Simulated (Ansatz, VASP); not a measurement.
This is a calculation of Ge for Ansatz 0.2.0.

Contents of input.yaml:

```yaml
crystal:
  lattice:
    - [0.0, 2.82891, 2.82891]
    - [2.82891, 0.0, 2.82891]
    - [2.82891, 2.82891, 0.0]
  atoms:
    - { symbol: Ge, position: [0.75, 0.75, 0.75] }
    - { symbol: Ge, position: [0.5, 0.5, 0.5] }
kpoints:
  mp_grid: { grid: [3, 3, 3] }
scf:
  occupations: { method: fermi_dirac, width: 0.02 }
hamiltonian:
  xc: pbe
  pseudopotentials: { kind: all_electron, lapw: { basis_error: 0.003 } }
output:
  forces: true
  stress: true
  eigenvalues: true
```

Potentials or basis: all-electron LAPW, scalar-relativistic.

Command:

```console
$ ansatz run input.yaml --threads 1 --pin off --max-ram 2560MiB --backend cpu --events-out ev --progress --plain --runs-dir out
```

**Question.** Translate it to VASP 6.6.1. Potentials there: VASP PAW PBE potentials, release 64 (Ge_d).

**Answer.** As run (the cutoff follows the program's own potentials):

File INCAR:

```
PREC = Accurate ; ENCUT = 520
EDIFF = 1E-7 ; ISMEAR = -1
SIGMA = 0.02 ; LREAL = False
LASPH = True ; NELM = 60
ALGO = Normal ; ISIF = 2
LWAVE = False ; LCHARG = True
GGA = PE ; LELF = True
LVHAR = True ; NBANDS = 21
```

The input KPOINTS:

```
Automatic mesh
0
Gamma
  3 3 3
```

POSCAR

```
Ge
1.0
    0.0000000000      2.8289100000      2.8289100000
    2.8289100000      0.0000000000      2.8289100000
    2.8289100000      2.8289100000      0.0000000000
Ge
2
Direct
    0.7500000000      0.7500000000      0.7500000000
    0.5000000000      0.5000000000      0.5000000000
```

Potentials or basis: VASP PAW PBE potentials, release 64 (Ge_d).

Run with:

```sh
$ cat potpaw_PBE.64/Ge_d/POTCAR > POTCAR
$ mpirun -np 1 vasp_std > vasp.out
```

Both were run:

|  | VASP | Ansatz | Ansatz less VASP |
| --- | --- | --- | --- |
| gap on the k mesh at the Fermi level (eV) | 0.05 | 0.05 | +0.001 |
| least direct gap on the mesh (eV) | 0.05 | 0.05 | +0.001 |
| pressure (GPa) | 5.3 | 5.3 | +0.06 |

Ansatz ran all-electron here, and VASP with PAW potentials.

The k mesh is coarse, so the values compare programs but aren't converged.
